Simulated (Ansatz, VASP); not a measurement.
One calculation of Ag, two programs

File POSCAR:

```
Ag
1.0
    3.0471980036      0.0000000000      0.0000000000
   -1.5235990018      2.6389508815      0.0000000000
    0.0000000000      0.0000000000      4.9816000000
Ag
2
Direct
    0.3333333333      0.6666666667      0.2500000000
    0.6666666667      0.3333333333      0.7500000000
```

INCAR.step1

```
PREC = Accurate
ENCUT = 520
ISMEAR = 0
SIGMA = 0.15
LREAL = F
LASPH = T
NELM = 60
NBANDS = 18
GGA = PE
ALGO = Normal
EDIFF = 1E-4
LWAVE = T
LCHARG = F
```

Contents of INCAR.step2:

```
PREC = Accurate
ENCUT = 520
EDIFF = 1E-6
ISMEAR = 0
SIGMA = 0.15
LREAL = F
LASPH = T
NELM = 60
ALGO = Normal
ISIF = 2
LWAVE = F
LCHARG = F
METAGGA = R2SCAN
LMIXTAU = T
NBANDS = 18
ISTART = 1
```

Contents of KPOINTS:

```
Automatic mesh
0
Gamma
  18 18 10
```

Input for Ansatz:

```yaml
crystal:
  lattice:
    - [3.0471980036, 0.0, 0.0]
    - [-1.5235990018, 2.6389508815, 0.0]
    - [0.0, 0.0, 4.9816]
  atoms:
    - { symbol: Ag, position: [0.3333333333, 0.6666666667, 0.25] }
    - { symbol: Ag, position: [0.6666666667, 0.3333333333, 0.75] }
basis:
  ecutwfc: 500
kpoints:
  mp_grid: { grid: [18, 18, 10] }
hamiltonian:
  xc: r2scan
scf:
  occupations: { method: gaussian, width: 0.15 }
output:
  forces: true
  stress: true
  eigenvalues: true
```

Change from the starting cell: strain +0.040 along x and y, +0.040 along z, atoms carried along.

Alike in both runs: task single point; functional r2SCAN; k mesh 18 × 18 × 10; occupations gaussian, width 0.15 eV; no spin polarisation.

|  | VASP | Ansatz |
| --- | --- | --- |
| version | VASP 6.6.1 | Ansatz 0.2.0 |
| potentials or method | VASP PAW PBE potentials, release 64 (Ag), cutoff 520 eV | scalar-relativistic, plane waves, PAW |
| valence electrons in the cell | 22 | 38 |

```tsv
	VASP	Ansatz	Ansatz less VASP
gap on the k mesh at the Fermi level (eV)	none	none	-
pressure (GPa)	-9.8	-9.8	+0.02
traceless stress, the component that is largest in VASP (GPa)	0.11	0.11	+0.004
```

VASP's potentials were made for PBE, not for r2SCAN. A gap of «none» marks a metal or a gap that the smearing closes. With one functional, cell and mesh, what is left measures potentials, basis and numerics. VASP's potentials hold 22 valence electrons a cell and Ansatz's 38, so a difference there can come from the potentials and not from the codes.
